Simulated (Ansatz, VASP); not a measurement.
CdTe: VASP beside Ansatz

```xyz
2
Lattice="0.0000 3.2050 3.2050 3.2050 0.0000 3.2050 3.2050 3.2050 0.0000" Properties=species:S:1:pos:R:3 pbc="T T T"
Cd    0.0000    0.0000    0.0000
Te    4.8075    4.8075    4.8075
```

Alike in both runs: task single point; functional PBEsol; k mesh 9 × 9 × 9; occupations fermi-dirac, width 0.08 eV; no spin polarisation.

```csv
,VASP,Ansatz
version,VASP 6.6.1,Ansatz 0.2.0
potentials or method,"VASP PAW PBE potentials, release 64 (Cd, Te), cutoff 520 eV","all-electron LAPW, scalar-relativistic"
```

Ansatz gave:

| Property | Result |
| --- | --- |
| pressure (GPa) | 1.7 |

Problem. Which values does VASP return?

Solution. Pressure (GPa): 1.8.

VASP's potentials were made for PBE, not for PBEsol. Ansatz ran all-electron here, and VASP with PAW potentials.

Neither program's run includes spin-orbit coupling.
